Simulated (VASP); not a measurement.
Input of a VASP 6.6.1 run:

The input POSCAR:

```
PbSe
1.0
    0.0000000000      3.0887022180      3.1659197734
    3.0887022180      0.0000000000      3.1659197734
    3.0887022180      3.0887022180      0.0000000000
Pb Se
1 1
Direct
    0.0000000000      0.0000000000      0.0000000000
    0.5000000000      0.5000000000      0.5000000000
```

Contents of INCAR.step1:

```
SYSTEM = PbSe
ALGO = Normal
EDIFF = 1E-4
ENCUT = 520
GGA = PE
ISMEAR = 0
LASPH = .True.
LCHARG = .False.
LREAL = .False.
LWAVE = .True.
NBANDS = 17
NELM = 100
PREC = Accurate
SIGMA = 0.01
```

File INCAR.step2:

```
SYSTEM = PbSe
ALGO = Normal
EDIFF = 1E-6
ENCUT = 520
ISIF = 2
ISMEAR = 0
ISTART = 1
LASPH = .True.
LCHARG = .True.
LELF = .True.
LMIXTAU = .True.
LREAL = .False.
LVHAR = .True.
LWAVE = .False.
METAGGA = R2SCAN
NBANDS = 17
NELM = 100
PREC = Accurate
SIGMA = 0.01
```

Contents of KPOINTS:

```
k-points
0
Gamma
  8 8 8
  0 0 0
```

Potentials or basis: VASP PAW PBE potentials, release 64 (Pb_d, Se).

Launch:

```console
$ cat potpaw_PBE.64/Pb_d/POTCAR potpaw_PBE.64/Se/POTCAR > POTCAR
$ cp INCAR.step1 INCAR
$ mpirun -np 1 vasp_std > vasp.out
$ cp INCAR.step2 INCAR
$ mpirun -np 1 vasp_std > vasp.out
```

**Question.** What does it give for the pressure?

**Answer.** -1.1 GPa.

**Question.** Estimate the band gap on the k mesh.

**Answer.** 0.73 eV, direct.

Stress tensor (GPa, compression positive):
```
-0.32  0.00  0.00
 0.00 -0.32  0.00
 0.00  0.00 -2.72
```

Caveat: the cell differs from its parent crystal (uniaxial z strain +2.5%); the PAW data sets were made with another functional, which shifts forces and pressure a little; spin-orbit coupling is left out, which moves the levels of the heavy elements. A k mesh can miss the band edges.
